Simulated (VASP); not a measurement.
# PtPb (P6_3/mmc) in VASP: single point with LDA

Aim: the single point of PtPb with LDA.

Program: VASP 6.6.1. These are calculated values, not measurements. Logs are shortened: lines on timing, memory, paths and dates and some standing lists are left out, and cuts for length are marked.

## (1) The cell of the first run

It takes space group P6_3/mmc (No. 194, hexagonal). Conventional cell: a = 3.713 Å, b = 3.713 Å, c = 7.189 Å, α = 90.00°, β = 90.00°, γ = 120.00°. Within 3.7 Å of Pt (site symmetry -6m2) lie 6 Pb at 2.80 Å. Pb (site symmetry -3m) has 6 Pt at 2.80 Å and 2 Pb at 3.59 Å within 3.7 Å.

## (2) Single point, LDA

Contents of INCAR:

```
  PREC = Accurate
  ENCUT = 520
  EDIFF = 1E-6
  ISMEAR = 1
  SIGMA = 0.1
  LREAL = F
  LASPH = T
  NELM = 100
  ALGO = Normal
  ISIF = 2
  LWAVE = F
  LCHARG = F
  GGA = CA
  NBANDS = 32
```

Contents of KPOINTS:

```
Automatic mesh
0
Gamma
  15 15 10
```

Contents of POSCAR:

```
PtPb
1.0
    3.7129986912      0.0000000000      0.0000000000
   -1.8564993456      3.2155511908      0.0000000000
    0.0000000000      0.0000000000      7.1893272169
Pt Pb
2 2
Direct
    0.3333333333      0.6666666667      0.2500000000
    0.6666666667      0.3333333333      0.7500000000
    0.0000000000      0.0000000000      0.0000000000
    0.0000000000      0.0000000000      0.5000000000
```

Potentials or basis: VASP PAW LDA potentials, release 64 (Pt, Pb_d).

The run is started by

```console
> cat potpaw_LDA.64/Pt/POTCAR potpaw_LDA.64/Pb_d/POTCAR > POTCAR
> mpirun -np 1 vasp_std > vasp.out
```

OUTCAR:

```text
PREC = Accurate
   ENCUT = 520
   EDIFF = 1E-6
   ISMEAR = 1
   LREAL = F
   LASPH = T
   NELM = 100
   ISIF = 2
   GGA = CA

 ion  position               nearest neighbor table
   1  0.333  0.667  0.250-   3 2.80   4 2.80   3 2.80   4 2.80   3 2.80   4 2.80
   2  0.667  0.333  0.750-   3 2.80   4 2.80   3 2.80   4 2.80   3 2.80   4 2.80
   3  0.000  0.000  0.000-   1 2.80   2 2.80   2 2.80   1 2.80   2 2.80   1 2.80   4 3.59   4 3.59

   4  0.000  0.000  0.500-   1 2.80   2 2.80   2 2.80   1 2.80   2 2.80   1 2.80   3 3.59   3 3.59

  LATTYP: Found a hexagonal cell.
 ALAT       =     3.7129986912
 C/A-ratio  =     1.9362590226

  Lattice vectors:

 A1 = (   3.7129986912,   0.0000000000,   0.0000000000)
 A2 = (  -1.8564993456,   3.2155511908,   0.0000000000)
 A3 = (   0.0000000000,   0.0000000000,   7.1893272169)

Analysis of symmetry for initial positions (statically):
=====================================================================
 Subroutine PRICEL returns:
 Original cell was already a primitive cell.

 Routine SETGRP: Setting up the symmetry group for a
 hexagonal supercell.

 Subroutine GETGRP returns: Found 24 space group operations
 (whereof 12 operations were pure point group operations)
 out of a pool of 24 trial point group operations.

The static configuration has the point symmetry D_3d.
 The point group associated with its full space group is D_6h.

Analysis of symmetry for dynamics (positions and initial velocities):
=====================================================================
 Subroutine PRICEL returns:
 Original cell was already a primitive cell.

 Routine SETGRP: Setting up the symmetry group for a
 hexagonal supercell.

 Subroutine GETGRP returns: Found 24 space group operations
 (whereof 12 operations were pure point group operations)
 out of a pool of 24 trial point group operations.

The dynamic configuration has the point symmetry D_3d.
 The point group associated with its full space group is D_6h.

 Subroutine INISYM returns: Found 24 space group operations
 (whereof 12 operations are pure point group operations),
 and found     1 'primitive' translations

----------------------------------------------------------------------------------------

                                     Primitive cell

  volume of cell :      85.8358

  direct lattice vectors                    reciprocal lattice vectors
     3.712998691  0.000000000  0.000000000     0.269324092  0.155494337  0.000000000
    -1.856499346  3.215551191  0.000000000     0.000000000  0.310988674  0.000000000
     0.000000000  0.000000000  7.189327217     0.000000000  0.000000000  0.139095074

  length of vectors
     3.712998691  3.712998691  7.189327217     0.310988674  0.310988674  0.139095074

  position of ions in fractional coordinates (direct lattice)
     0.333333333  0.666666667  0.250000000
     0.666666667  0.333333333  0.750000000
     0.000000000  0.000000000  0.000000000
     0.000000000  0.000000000  0.500000000

  ion indices of the primitive-cell ions
   primitive index   ion index
                 1           1
                 2           2
                 3           3
                 4           4

----------------------------------------------------------------------------------------

 KPOINTS: Automatic mesh

Automatic generation of k-mesh.
 Grid dimensions read from file:
 generate k-points for:   15   15   10

 Generating k-lattice:

  Cartesian coordinates                     Fractional coordinates (reciprocal lattice)
     0.017954939  0.010366289  0.000000000     0.066666667  0.000000000  0.000000000
     0.000000000  0.020732578  0.000000000     0.000000000  0.066666667  0.000000000
     0.000000000  0.000000000  0.013909507     0.000000000  0.000000000  0.100000000

  Length of vectors
     0.020732578  0.020732578  0.013909507

  Shift w.r.t. Gamma in fractional coordinates (k-lattice)
     0.000000000  0.000000000  0.000000000

 Subroutine IBZKPT returns following result:
 ===========================================

 Found    162 irreducible k-points:

 Following reciprocal coordinates:
            Coordinates               Weight
  0.000000  0.000000  0.000000      1.000000
  0.066667 -0.000000  0.000000      6.000000
  0.133333 -0.000000  0.000000      6.000000
  0.200000 -0.000000  0.000000      6.000000
  0.266667 -0.000000  0.000000      6.000000
  0.333333 -0.000000  0.000000      6.000000
[... 16 lines left out ...]
  0.333333  0.200000  0.000000     12.000000
  0.400000  0.200000  0.000000      6.000000
 [... further k-points ...]
   k-points           NKPTS =    162   k-points in BZ     NKDIM =    162   number of bands    NBANDS=     32
   number of dos      NEDOS =    301   number of ions     NIONS =      4
   total plane-waves  NPLWV =  42336
   dimension x,y,z NGX =    28 NGY =   28 NGZ =   54
   dimension x,y,z NGXF=    56 NGYF=   56 NGZF=  108
   ions per type =               2   2
   NGX,Y,Z   is equivalent  to a cutoff of  12.54, 12.54, 12.49 a.u.
   NGXF,Y,Z  is equivalent  to a cutoff of  25.07, 25.07, 24.97 a.u.
 SYSTEM =  unknown system
   PREC   = accura    normal or accurate (medium, high low for compatibility)
   ISTART =      0    job   : 0-new  1-cont  2-samecut
   ICHARG =      2    charge: 1-file 2-atom 10-const
   ISPIN  =      1    spin polarized calculation?
   LNONCOLLINEAR =      F non collinear calculations
   LSORBIT =      F    spin-orbit coupling
   LASPH  =      T    aspherical Exc in radial PAW
   ENCUT  =  520.0 eV  38.22 Ry    6.18 a.u.   6.90  6.90 13.37*2*pi/ulx,y,z
   NELM   =    100;   NELMIN=  2; NELMDL= -5     # of ELM steps
   EDIFF  = 0.1E-05   stopping-criterion for ELM
   LREAL  =      F    real-space projection
   EDIFFG = 0.1E-04   stopping-criterion for IOM
   NSW    =      0    number of steps for IOM
   IBRION =     -1    ionic relax: 0-MD 1-quasi-New 2-CG
   NFREE  =      0    steps in history (QN), initial steepest desc. (CG)
   ISIF   =      2    stress and relaxation
   ISYM   =      2    0-nonsym 1-usesym 2-fastsym
   POTIM  = 0.5000    time-step for ionic-motion
   TEBEG  =    0.0;   TEEND  =   0.0 temperature during run
   PSTRESS=    0.0 pullay stress
   NELECT =      48.0000    total number of electrons
   NUPDOWN=      -1.0000    fix difference up-down
   EMIN   =  10.00;   EMAX   =-10.00  energy-range for DOS
   EFERMI =   0.00;   METHOD = LEGACY
   ISMEAR =     1;   SIGMA  =   0.10  broadening in eV -4-tet -1-fermi 0-gaus
   EFERMI_NEDOS =   21; number of points for ismear=-14 and -15
   IALGO  =     38    algorithm
   IMIX   =      4    mixing-type and parameters
     AMIX     =   0.40;   BMIX     =  1.00
     AMIX_MAG =   1.60;   BMIX_MAG =  1.00
  volume/ion in A,a.u.               =      21.46       144.81
  Fermi-wavevector in a.u.,A,eV,Ry     =   1.348753  2.548774 24.750829  1.819135
  Thomas-Fermi vector in A             =   2.476396
   LORBIT       =      0    0 simple, 1 ext, 2 COOP (PROOUT), +10 PAW based schemes
   GGA     = CA    functional components
   LHFCALC =     F    Hartree Fock is set to
   AEXX    =    0.0000 exact exchange contribution
   IVDW    =     0    specifies the selected vdW correction
   LEPSILON=     F    determine dielectric tensor
   LRPA    =     F    only Hartree local field effects (RPA)
 non-spin polarized calculation
 Methfessel and Paxton  Order N= 1 SIGMA  =   0.10
  energy-cutoff  :      520.00
  volume of cell :       85.84
 maximum number of plane-waves:      2333
 NGX is ok and might be reduce to    28
   NGX = 13   NGY = 13   NGZ = 27

 number of electron      48.0000012 magnetization

 Free energy of the ion-electron system (eV)
  ---------------------------------------------------
  ext. energy  EPLUGINS =         0.00000000
  ---------------------------------------------------
  free energy    TOTEN  =       -23.17834248 eV

  energy without entropy =      -23.17733359  energy(sigma->0) =      -23.17800618

 E-fermi :   8.6008     XC(G=0): -11.8364

 val. band max:        8.5958389853   @ k =   0.4667   0.0667   0.0000
 cond. band min:       8.6048802608   @ k =   0.2000   0.0667   0.4000
 fundamental gap:      0.0090412754
 Fermi energy:         8.6008153136

 k-point     1 :       0.0000    0.0000    0.0000
  band No.  band energies     occupation
      1      -8.2683      2.00000
      2      -8.2101      2.00000
      3      -8.2101      2.00000
      4      -8.1784      2.00000
      5      -8.1784      2.00000
      6      -8.1061      2.00000
[... 24 lines left out ...]
     31      17.3494      0.00000
     32      17.3494      0.00000

 k-point     2 :       0.0667   -0.0000    0.0000
  band No.  band energies     occupation
      1      -8.2642      2.00000
      2      -8.2089      2.00000
      3      -8.2041      2.00000
      4      -8.1833      2.00000
      5      -8.1753      2.00000
      6      -8.1085      2.00000
[... 24 lines left out ...]
     31      17.0862      0.00000
     32      17.6190      0.00000

 k-point     3 :       0.1333   -0.0000    0.0000
  band No.  band energies     occupation
      1      -8.2539      2.00000
      2      -8.2058      2.00000
      3      -8.1965      2.00000
      4      -8.1878      2.00000
      5      -8.1680      2.00000
      6      -8.1144      2.00000
[... 24 lines left out ...]
     31      17.2177      0.00000
     32      17.5763      0.00000

 k-point     4 :       0.2000   -0.0000    0.0000
  band No.  band energies     occupation
      1      -8.2461      2.00000
      2      -8.2110      2.00000
      3      -8.2022      2.00000
      4      -8.1667      2.00000
      5      -8.1606      2.00000
      6      -8.1206      2.00000
[... 654 lines left out ...]
     31      16.2850      0.00000
     32      18.6842      0.00000

 k-point    23 :       0.3333    0.2000    0.0000
  band No.  band energies     occupation
      1      -8.2642      2.00000
      2      -8.1868      2.00000
      3      -8.1764      2.00000
      4      -8.1600      2.00000
      5      -8.1370      2.00000
      6      -8.1045      2.00000
[... 24 lines left out ...]
     31      16.5428      0.00000
     32      18.4081      0.00000

 k-point    24 :       0.4000    0.2000    0.0000
  band No.  band energies     occupation
      1      -8.2660      2.00000
      2      -8.1821      2.00000
      3      -8.1818      2.00000
      4      -8.1587      2.00000
      5      -8.1365      2.00000
      6      -8.0973      2.00000
[... 24 lines left out ...]
     31      16.6654      0.00000
     32      18.2417      0.00000

 [... further k-points ...]

------------------------ aborting loop because EDIFF is reached ----------------------------------------

  FORCE on cell =-STRESS in cart. coord.  units (eV):
  Direction    XX          YY          ZZ          XY          YZ          ZX
  --------------------------------------------------------------------------------------
  -------------------------------------------------------------------------------------
  Total        0.1455252      0.1455252      0.2172899     -0.0000000      0.0000000      0.0000000
  in kB        2.7163163      2.7163163      4.0558469     -0.0000000      0.0000000      0.0000000
  external PRESSURE =       3.1628265 kB  Pullay stress =       0.0000000 kB

 VOLUME and BASIS-vectors are now :
 -----------------------------------------------------------------------------
  energy-cutoff  :      520.00
  volume of cell :       85.84
      direct lattice vectors                 reciprocal lattice vectors
     3.712998691  0.000000000  0.000000000     0.269324092  0.155494337  0.000000000
    -1.856499346  3.215551191  0.000000000     0.000000000  0.310988674  0.000000000
     0.000000000  0.000000000  7.189327217     0.000000000  0.000000000  0.139095074

 POSITION                                       TOTAL-FORCE (eV/Angst)
 -----------------------------------------------------------------------------------
     -0.00000      2.14370      1.79733        -0.000000     -0.000000     -0.000000
      1.85650      1.07185      5.39200         0.000000      0.000000     -0.000000
      0.00000      0.00000      0.00000        -0.000000      0.000000      0.000000
      0.00000      0.00000      3.59466        -0.000000      0.000000      0.000000
 -----------------------------------------------------------------------------------
    total drift:                               -0.000000      0.000000      0.000000

  FREE ENERGIE OF THE ION-ELECTRON SYSTEM (eV)
  ---------------------------------------------------
  free  energy   TOTEN  =       -23.1783424782 eV

  energy  without entropy=      -23.1773335943  energy(sigma->0) =      -23.17800618
```

Run time: 7.8 min. Hardware: 1 thread of Intel Xeon Platinum 8375C at 2.90GHz (Ice Lake), shared host; peak memory 0.45 GiB.

Results:

```
Free energy            : -23.1783 eV
Pressure               : 0.3 GPa
Band gap on the k mesh : zero (band 24 reaches 10.94 eV, above the bottom of band 25 at 7.72 eV)
```

Caveat: spin-orbit coupling is left out, which moves the levels of the heavy elements.
